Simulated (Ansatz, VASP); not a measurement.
**One calculation of Si2Ru2N, two programs**

```
Si Ru N
1.0
     3.34834    0.00000    0.00000
     0.00000    3.34834    0.00000
     0.00000    0.00000    6.20640
Si Ru N
2 2 1
Cartesian
  0.0000 0.0000 1.7946
  0.0000 0.0000 4.4118
  1.6742 1.6742 1.3020
  1.6742 1.6742 4.9044
  0.0000 0.0000 0.0000
```

Alike in both runs: functional PBE; k mesh 12 × 12 × 6; occupations gaussian, width 0.1 eV; no spin polarisation.

Ansatz relaxed the structure, and its values are those at the end. VASP's run is a single point on that final structure, the one shown.

|  | VASP | Ansatz |
| --- | --- | --- |
| version | VASP 6.6.1 | Ansatz 0.2.0 |
| potentials or method | VASP PAW PBE potentials, release 64 (Si, Ru_pv, N), cutoff 520 eV | scalar-relativistic, plane waves, PAW |
| valence electrons in the cell | 41 | 45 |

```tsv
	VASP	Ansatz	Ansatz less VASP
gap on the k mesh at the Fermi level (eV)	none	none	-
pressure (GPa)	0.0	0.0	+0.02
```

A gap of «none» marks a metal or a gap that the smearing closes. With one functional, cell and mesh, what is left measures potentials, basis and numerics. VASP's potentials hold 41 valence electrons a cell and Ansatz's 45, so a difference there can come from the potentials and not from the codes.
